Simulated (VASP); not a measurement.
# As (P6_3/mmc) in VASP: a series of runs

Runs on As. Level: BLYP. Tasks: single point.

All numbers are computed with VASP 6.6.1; they aren't measurements. Logs are shortened: lines on timing, memory, paths and dates and some standing lists are left out, and cuts for length are marked.

## Step 1: The cell of the first run

Symmetry: P6_3/mmc, No. 194, hexagonal system. The conventional cell has a = 3.057 Å, b = 3.057 Å, c = 5.516 Å, α = 90.00°, β = 90.00°, γ = 120.00°. Within 4.0 Å of As (site symmetry -6m2) lie 12 As at 3.06 to 3.27 Å.

## Step 2: Single point, BLYP (volume scaled by 1.04)

INCAR reads:

```
SYSTEM = As
PREC = Accurate ; ENCUT = 520
EDIFF = 1E-7 ; ISMEAR = -1
SIGMA = 0.1 ; LREAL = .FALSE.
LASPH = .TRUE. ; NELM = 60
ALGO = Normal ; ISIF = 2
LWAVE = .FALSE. ; LCHARG = .FALSE.
GGA = B5 ; ALDAX = 1.0
AGGAX = 1.0 ; AGGAC = 1.0
ALDAC = 0.0 ; NBANDS = 12
```

KPOINTS reads:

```
regular mesh
0
G
  14 14 7
  0 0 0
```

POSCAR reads:

```
As
1.0
    3.0568309303      0.0000000000      0.0000000000
   -1.5284154651      2.6472932407      0.0000000000
    0.0000000000      0.0000000000      5.5161706671
As
2
Direct
    0.3333333333      0.6666666667      0.2500000000
    0.6666666667      0.3333333333      0.7500000000
```

Potentials or basis: VASP PAW PBE potentials, release 64 (As).

The run is started by

```console
$ cat potpaw_PBE.64/As/POTCAR > POTCAR
$ mpirun -np 1 vasp_std > vasp.out
```

OUTCAR:

```text
SYSTEM = As
   PREC = Accurate
   ENCUT = 520
   EDIFF = 1E-7
   ISMEAR = -1
   LREAL = .FALSE.
   LASPH = .TRUE.
   NELM = 60
   ISIF = 2
   GGA = B5

 ion  position               nearest neighbor table
   1  0.333  0.667  0.250-
   2  0.667  0.333  0.750-

  LATTYP: Found a hexagonal cell.
 ALAT       =     3.0568309303
 C/A-ratio  =     1.8045390121

  Lattice vectors:

 A1 = (   3.0568309303,   0.0000000000,   0.0000000000)
 A2 = (  -1.5284154651,   2.6472932407,   0.0000000000)
 A3 = (   0.0000000000,   0.0000000000,   5.5161706671)

Analysis of symmetry for initial positions (statically):
=====================================================================
 Subroutine PRICEL returns:
 Original cell was already a primitive cell.

 Routine SETGRP: Setting up the symmetry group for a
 hexagonal supercell.

 Subroutine GETGRP returns: Found 24 space group operations
 (whereof 12 operations were pure point group operations)
 out of a pool of 24 trial point group operations.

The static configuration has the point symmetry D_3d.
 The point group associated with its full space group is D_6h.

Analysis of symmetry for dynamics (positions and initial velocities):
=====================================================================
 Subroutine PRICEL returns:
 Original cell was already a primitive cell.

 Routine SETGRP: Setting up the symmetry group for a
 hexagonal supercell.

 Subroutine GETGRP returns: Found 24 space group operations
 (whereof 12 operations were pure point group operations)
 out of a pool of 24 trial point group operations.

The dynamic configuration has the point symmetry D_3d.
 The point group associated with its full space group is D_6h.

 Subroutine INISYM returns: Found 24 space group operations
 (whereof 12 operations are pure point group operations),
 and found     1 'primitive' translations

----------------------------------------------------------------------------------------

                                     Primitive cell

  volume of cell :      44.6387

  direct lattice vectors                    reciprocal lattice vectors
     3.056830930  0.000000000  0.000000000     0.327136182  0.188872163  0.000000000
    -1.528415465  2.647293241  0.000000000     0.000000000  0.377744326  0.000000000
     0.000000000  0.000000000  5.516170667     0.000000000  0.000000000  0.181285181

  length of vectors
     3.056830930  3.056830930  5.516170667     0.377744326  0.377744326  0.181285181

  position of ions in fractional coordinates (direct lattice)
     0.333333333  0.666666667  0.250000000
     0.666666667  0.333333333  0.750000000

  ion indices of the primitive-cell ions
   primitive index   ion index
                 1           1
                 2           2

----------------------------------------------------------------------------------------

 KPOINTS: regular mesh

Automatic generation of k-mesh.
 Grid dimensions read from file:
 generate k-points for:   14   14    7

 Generating k-lattice:

  Cartesian coordinates                     Fractional coordinates (reciprocal lattice)
     0.023366870  0.013490869  0.000000000     0.071428571  0.000000000  0.000000000
     0.000000000  0.026981738  0.000000000     0.000000000  0.071428571  0.000000000
     0.000000000  0.000000000  0.025897883     0.000000000  0.000000000  0.142857143

  Length of vectors
     0.026981738  0.026981738  0.025897883

  Shift w.r.t. Gamma in fractional coordinates (k-lattice)
     0.000000000  0.000000000  0.000000000

 Subroutine IBZKPT returns following result:
 ===========================================

 Found     96 irreducible k-points:

 Following reciprocal coordinates:
            Coordinates               Weight
  0.000000  0.000000  0.000000      1.000000
  0.071429  0.000000  0.000000      6.000000
  0.142857 -0.000000  0.000000      6.000000
  0.214286  0.000000  0.000000      6.000000
  0.285714  0.000000  0.000000      6.000000
  0.357143  0.000000  0.000000      6.000000
[... 16 lines left out ...]
  0.285714  0.285714  0.000000      6.000000
  0.357143  0.285714  0.000000      6.000000
 [... further k-points ...]
   k-points           NKPTS =     96   k-points in BZ     NKDIM =     96   number of bands    NBANDS=     12
   number of dos      NEDOS =    301   number of ions     NIONS =      2
   total plane-waves  NPLWV =  24192
   dimension x,y,z NGX =    24 NGY =   24 NGZ =   42
   dimension x,y,z NGXF=    48 NGYF=   48 NGZF=   84
   ions per type =               2
   NGX,Y,Z   is equivalent  to a cutoff of  13.05, 13.05, 12.66 a.u.
   NGXF,Y,Z  is equivalent  to a cutoff of  26.10, 26.10, 25.32 a.u.
 SYSTEM =  As
   PREC   = accura    normal or accurate (medium, high low for compatibility)
   ISTART =      0    job   : 0-new  1-cont  2-samecut
   ICHARG =      2    charge: 1-file 2-atom 10-const
   ISPIN  =      1    spin polarized calculation?
   LNONCOLLINEAR =      F non collinear calculations
   LSORBIT =      F    spin-orbit coupling
   LASPH  =      T    aspherical Exc in radial PAW
   ENCUT  =  520.0 eV  38.22 Ry    6.18 a.u.   5.68  5.68 10.26*2*pi/ulx,y,z
   NELM   =     60;   NELMIN=  2; NELMDL= -5     # of ELM steps
   EDIFF  = 0.1E-06   stopping-criterion for ELM
   LREAL  =      F    real-space projection
   EDIFFG = 0.1E-05   stopping-criterion for IOM
   NSW    =      0    number of steps for IOM
   IBRION =     -1    ionic relax: 0-MD 1-quasi-New 2-CG
   NFREE  =      0    steps in history (QN), initial steepest desc. (CG)
   ISIF   =      2    stress and relaxation
   ISYM   =      2    0-nonsym 1-usesym 2-fastsym
   POTIM  = 0.5000    time-step for ionic-motion
   TEBEG  =    0.0;   TEEND  =   0.0 temperature during run
   PSTRESS=    0.0 pullay stress
   NELECT =      10.0000    total number of electrons
   NUPDOWN=      -1.0000    fix difference up-down
   EMIN   =  10.00;   EMAX   =-10.00  energy-range for DOS
   EFERMI =   0.00;   METHOD = LEGACY
   ISMEAR =    -1;   SIGMA  =   0.10  broadening in eV -4-tet -1-fermi 0-gaus
   EFERMI_NEDOS =   21; number of points for ismear=-14 and -15
   IALGO  =     38    algorithm
   IMIX   =      4    mixing-type and parameters
     AMIX     =   0.40;   BMIX     =  1.00
     AMIX_MAG =   1.60;   BMIX_MAG =  1.00
  volume/ion in A,a.u.               =      22.32       150.62
  Fermi-wavevector in a.u.,A,eV,Ry     =   0.994270  1.878898 13.450357  0.988573
  Thomas-Fermi vector in A             =   2.126210
   LORBIT       =      0    0 simple, 1 ext, 2 COOP (PROOUT), +10 PAW based schemes
   GGA     = B5    functional components
   LHFCALC =     F    Hartree Fock is set to
   AEXX    =    0.0000 exact exchange contribution
   IVDW    =     0    specifies the selected vdW correction
   LEPSILON=     F    determine dielectric tensor
   LRPA    =     F    only Hartree local field effects (RPA)
 non-spin polarized calculation
  energy-cutoff  :      520.00
  volume of cell :       44.64
 maximum number of plane-waves:      1220
 NGX is ok and might be reduce to    24
   NGX = 11   NGY = 11   NGZ = 21

 number of electron      10.0000000 magnetization

 number of electron       9.9999997 magnetization

 Free energy of the ion-electron system (eV)
  ---------------------------------------------------
  ext. energy  EPLUGINS =         0.00000000
  ---------------------------------------------------
  free energy    TOTEN  =        -6.66505656 eV

  energy without entropy =       -6.62525726  energy(sigma->0) =       -6.64515691

 E-fermi :   5.2866     XC(G=0):  -9.3945

 val. band max:        5.2828626340   @ k =   0.2857   0.1429   0.0000
 cond. band min:       5.2884726593   @ k =   0.3571   0.2857   0.0000
 fundamental gap:      0.0056100252
 Fermi energy:         5.2865650388

 k-point     1 :       0.0000    0.0000    0.0000
  band No.  band energies     occupation
      1      -8.5891      2.00000
      2      -6.0202      2.00000
      3      -0.3523      2.00000
      4       8.4800      0.00000
      5       9.3440      0.00000
      6       9.3440      0.00000
      7      10.2863      0.00000
      8      10.2863      0.00000
      9      14.8893      0.00000
     10      15.3838      0.00000
     11      17.6171      0.00000
     12      17.6183      0.00000

 k-point     2 :       0.0714    0.0000    0.0000
  band No.  band energies     occupation
      1      -8.4911      2.00000
      2      -5.9321      2.00000
      3      -0.2512      2.00000
      4       8.4866      0.00000
      5       8.5123      0.00000
      6       9.0664      0.00000
      7       9.7287      0.00000
      8      10.2294      0.00000
      9      14.9660      0.00000
     10      15.8079      0.00000
     11      16.8996      0.00000
     12      17.9057      0.00000

 k-point     3 :       0.1429   -0.0000    0.0000
  band No.  band energies     occupation
      1      -8.1992      2.00000
      2      -5.6722      2.00000
      3       0.0504      2.00000
      4       6.7739      0.00000
      5       8.3672      0.00000
      6       8.4680      0.00000
      7       8.4740      0.00000
      8       9.9692      0.00000
      9      14.8043      0.00000
     10      15.4487      0.00000
     11      17.2151      0.00000
     12      17.3084      0.00000
[... 286 lines left out ...]
 k-point    23 :       0.2857    0.2857    0.0000
  band No.  band energies     occupation
      1      -4.5954      2.00000
      2      -3.6320      2.00000
      3       1.4905      2.00000
      4       1.9869      2.00000
      5       3.4237      2.00000
      6       3.9517      2.00000
      7       4.3825      1.99976
      8       5.8323      0.00849
      9      11.0099      0.00000
     10      16.8235      0.00000
     11      18.4146      0.00000
     12      18.8912      0.00000

 k-point    24 :       0.3571    0.2857    0.0000
  band No.  band energies     occupation
      1      -4.1399      2.00000
      2      -3.7743      2.00000
      3       1.2275      2.00000
      4       2.5837      2.00000
      5       2.6029      2.00000
      6       3.9988      1.99999
      7       4.5674      1.99850
      8       5.2885      0.99046
      9      10.7089      0.00000
     10      17.4139      0.00000
     11      18.1716      0.00000
     12      18.6915      0.00000

 [... further k-points ...]

------------------------ aborting loop because EDIFF is reached ----------------------------------------

  FORCE on cell =-STRESS in cart. coord.  units (eV):
  Direction    XX          YY          ZZ          XY          YZ          ZX
  --------------------------------------------------------------------------------------
  -------------------------------------------------------------------------------------
  Total       -0.5818166     -0.5818166     -0.5086649     -0.0000000     -0.0000000      0.0000000
  in kB      -20.8826466    -20.8826466    -18.2570752     -0.0000000     -0.0000000      0.0000000
  external PRESSURE =     -20.0074561 kB  Pullay stress =       0.0000000 kB

 VOLUME and BASIS-vectors are now :
 -----------------------------------------------------------------------------
  energy-cutoff  :      520.00
  volume of cell :       44.64
      direct lattice vectors                 reciprocal lattice vectors
     3.056830930  0.000000000  0.000000000     0.327136182  0.188872163  0.000000000
    -1.528415465  2.647293241  0.000000000     0.000000000  0.377744326  0.000000000
     0.000000000  0.000000000  5.516170667     0.000000000  0.000000000  0.181285181

 POSITION                                       TOTAL-FORCE (eV/Angst)
 -----------------------------------------------------------------------------------
     -0.00000      1.76486      1.37904        -0.000000      0.000000      0.000000
      1.52842      0.88243      4.13713         0.000000      0.000000      0.000000
 -----------------------------------------------------------------------------------
    total drift:                                0.000000     -0.000000      0.000000

  FREE ENERGIE OF THE ION-ELECTRON SYSTEM (eV)
  ---------------------------------------------------
  free  energy   TOTEN  =        -6.6650565650 eV

  energy  without entropy=       -6.6252572610  energy(sigma->0) =       -6.64515691
```

Run time: 75 s. Hardware: 1 thread of Intel Xeon 6975P-C, shared host; peak memory 0.18 GiB.

Results:

```
Free energy            : -6.6651 eV
Pressure               : -2.0 GPa
Band gap on the k mesh : zero (band 5 reaches 9.70 eV, above the bottom of band 6 at 2.77 eV)
```

Caveat: the PAW data sets were made with another functional, which shifts forces and pressure a little.

## Step 3: Single point, BLYP (volume scaled by 1.12)

INCAR reads:

```
SYSTEM = As
PREC = Accurate
ENCUT = 520
EDIFF = 1E-6
ISMEAR = -1
SIGMA = 0.1
LREAL = .False.
LASPH = .True.
NELM = 100
ALGO = Normal
ISIF = 2
LWAVE = .False.
LCHARG = .False.
GGA = B5
ALDAX = 1.0
AGGAX = 1.0
AGGAC = 1.0
ALDAC = 0.0
NBANDS = 12
```

KPOINTS reads:

```
regular mesh
0
Gamma
  14 14 7
  0 0 0
```

POSCAR reads:

```
As
1.0
    3.1332831765      0.0000000000      0.0000000000
   -1.5666415882      2.7135028282      0.0000000000
    0.0000000000      0.0000000000      5.6541317281
As
2
Direct
    0.3333333333      0.6666666667      0.2500000000
    0.6666666667      0.3333333333      0.7500000000
```

Potentials or basis: VASP PAW PBE potentials, release 64 (As).

The run is started by

```console
$ cat potpaw_PBE.64/As/POTCAR > POTCAR
$ mpirun -np 1 vasp_std > vasp.out
```

OUTCAR:

```text
SYSTEM = As
   PREC = Accurate
   ENCUT = 520
   EDIFF = 1E-6
   ISMEAR = -1
   LREAL = .False.
   LASPH = .True.
   NELM = 100
   ISIF = 2
   GGA = B5

 ion  position               nearest neighbor table
   1  0.333  0.667  0.250-
   2  0.667  0.333  0.750-

  LATTYP: Found a hexagonal cell.
 ALAT       =     3.1332831765
 C/A-ratio  =     1.8045390121

  Lattice vectors:

 A1 = (   3.1332831765,   0.0000000000,   0.0000000000)
 A2 = (  -1.5666415882,   2.7135028282,   0.0000000000)
 A3 = (   0.0000000000,   0.0000000000,   5.6541317281)

Analysis of symmetry for initial positions (statically):
=====================================================================
 Subroutine PRICEL returns:
 Original cell was already a primitive cell.

 Routine SETGRP: Setting up the symmetry group for a
 hexagonal supercell.

 Subroutine GETGRP returns: Found 24 space group operations
 (whereof 12 operations were pure point group operations)
 out of a pool of 24 trial point group operations.

The static configuration has the point symmetry D_3d.
[... 174 lines left out ...]
      3      -0.6037      2.00000
      4       7.4230      0.00000
      5       8.2126      0.00000
      6       8.2126      0.00000
      7       9.0477      0.00000
      8       9.0477      0.00000
      9      13.8705      0.00000
     10      14.1894      0.00000
     11      16.2300      0.00000
     12      16.5986      0.00000
[... 331 lines left out ...]
 k-point    24 :       0.3571    0.2857    0.0000
  band No.  band energies     occupation
      1      -4.8541      2.00000
      2      -4.5502      2.00000
      3       0.8417      2.00000
      4       2.0463      2.00000
      5       2.1021      2.00000
      6       3.3770      1.99998
      7       3.9373      1.99578
      8       4.5997      0.77135
      9      10.1135      0.00000
     10      16.2368      0.00000
     11      16.9348      0.00000
     12      17.4170      0.00000

 [... further k-points ...]

------------------------ aborting loop because EDIFF is reached ----------------------------------------

  FORCE on cell =-STRESS in cart. coord.  units (eV):
  Direction    XX          YY          ZZ          XY          YZ          ZX
  --------------------------------------------------------------------------------------
  -------------------------------------------------------------------------------------
  Total       -1.6912327     -1.6912327     -1.3659981     -0.0000000      0.0000000      0.0000000
  in kB      -56.3661164    -56.3661164    -45.5265583     -0.0000000      0.0000000      0.0000000
  external PRESSURE =     -52.7529304 kB  Pullay stress =       0.0000000 kB

 VOLUME and BASIS-vectors are now :
 -----------------------------------------------------------------------------
  energy-cutoff  :      520.00
  volume of cell :       48.07
      direct lattice vectors                 reciprocal lattice vectors
     3.133283176  0.000000000  0.000000000     0.319154045  0.184263674  0.000000000
    -1.566641588  2.713502828  0.000000000     0.000000000  0.368527348  0.000000000
     0.000000000  0.000000000  5.654131728     0.000000000  0.000000000  0.176861815

 POSITION                                       TOTAL-FORCE (eV/Angst)
 -----------------------------------------------------------------------------------
     -0.00000      1.80900      1.41353         0.000000     -0.000000      0.000000
      1.56664      0.90450      4.24060        -0.000000      0.000000      0.000000
 -----------------------------------------------------------------------------------
    total drift:                               -0.000000      0.000000     -0.000000

  FREE ENERGIE OF THE ION-ELECTRON SYSTEM (eV)
  ---------------------------------------------------
  free  energy   TOTEN  =        -6.5846028307 eV

  energy  without entropy=       -6.5407646620  energy(sigma->0) =       -6.56268375
```

OSZICAR:

```text
N       E                     dE             d eps       ncg     rms          rms(c)
DAV:   1     0.298994970302E+02    0.29899E+02   -0.41061E+03  2304   0.686E+02
DAV:   2    -0.495000579764E+01   -0.34850E+02   -0.33445E+02  3272   0.104E+02
DAV:   3    -0.657230993662E+01   -0.16223E+01   -0.16083E+01  2932   0.233E+01
DAV:   4    -0.658202976724E+01   -0.97198E-02   -0.97163E-02  2612   0.200E+00
DAV:   5    -0.658205395205E+01   -0.24185E-04   -0.24185E-04  2840   0.116E-01    0.162E+00
DAV:   6    -0.658290319271E+01   -0.84924E-03   -0.22759E-03  2692   0.271E-01    0.950E-01
DAV:   7    -0.658448257402E+01   -0.15794E-02   -0.46995E-03  2612   0.403E-01    0.492E-02
DAV:   8    -0.658460023686E+01   -0.11766E-03   -0.18851E-04  2780   0.902E-02    0.686E-03
DAV:   9    -0.658460274892E+01   -0.25121E-05   -0.24274E-06  2696   0.112E-02    0.394E-03
DAV:  10    -0.658460283066E+01   -0.81747E-07   -0.11813E-06  2112   0.674E-03
   1 F= -.65846028E+01 E0= -.65626837E+01  d E =-.438382E-01
```

stdout:

```text
POSCAR found type information on POSCAR As
 POSCAR found :  1 types and       2 ions
 scaLAPACK will be used
 -----------------------------------------------------------------------------
|                                                                             |
|                                                                             |
|     You enforced a specific xc type in the INCAR file but a different       |
|     I HOPE YOU KNOW WHAT YOU ARE DOING!                                     |
|                                                                             |
 -----------------------------------------------------------------------------

 LDA part: xc-table for (Slater(with rela. corr.)+VWN5), standard interpolation
 POSCAR, INCAR and KPOINTS ok, starting setup
 FFT: planning ... GRIDC
 FFT: planning ... GRID_SOFT
 FFT: planning ... GRID
 WAVECAR not read
 entering main loop
```

It took 69 s on 1 thread of Intel Xeon 6975P-C, shared host; peak memory 0.19 GiB.

What came out:

```yaml
Free_energy: -6.5846 eV
Pressure: -5.3 GPa
Band_gap_on_the_k_mesh: zero (band 5 reaches 8.53 eV, above the bottom of band 6 at 2.28 eV)
```

Caveat: the PAW data sets were made with another functional, which shifts forces and pressure a little.
